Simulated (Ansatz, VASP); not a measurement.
## Si2B2C in VASP and in Ansatz

```xyz
5
Lattice="4.4088 0.0000 0.0000 0.0000 4.4088 0.0000 0.0000 0.0000 2.8172" Properties=species:S:1:pos:R:3 pbc="T T T"
Si    0.0000    2.2044    1.4086
Si    2.2044    0.0000    1.4086
B     0.0000    0.0000    1.4086
B     2.2044    2.2044    0.0000
C     0.0000    0.0000    0.0000
```

Alike in both runs: task relaxation of cell and atoms; functional PBE; k mesh 8 × 8 × 14; occupations gaussian, width 0.1 eV; no spin polarisation.

|  | VASP | Ansatz |
| --- | --- | --- |
| version | VASP 6.6.1 | Ansatz 0.2.0 |
| potentials or method | VASP PAW PBE potentials, release 64 (Si, B, C), cutoff 600 eV | scalar-relativistic, plane waves, PAW |
| valence electrons in the cell | 18 | 18 |

Ansatz gave:

```
gap on the k mesh at the Fermi level, each at its own relaxed structure (eV) : none
relaxed volume (Å³/atom)                                                     : 11.20
relaxed cell length with the largest relative difference (Å)                 : 2.795
```

Task: Estimate VASP's values.

Result: gap on the k mesh at the Fermi level, each at its own relaxed structure (eV): none; relaxed volume (Å³/atom): 11.19; relaxed cell length with the largest relative difference (Å): 2.795.

A gap of «none» marks a metal or a gap that the smearing closes.
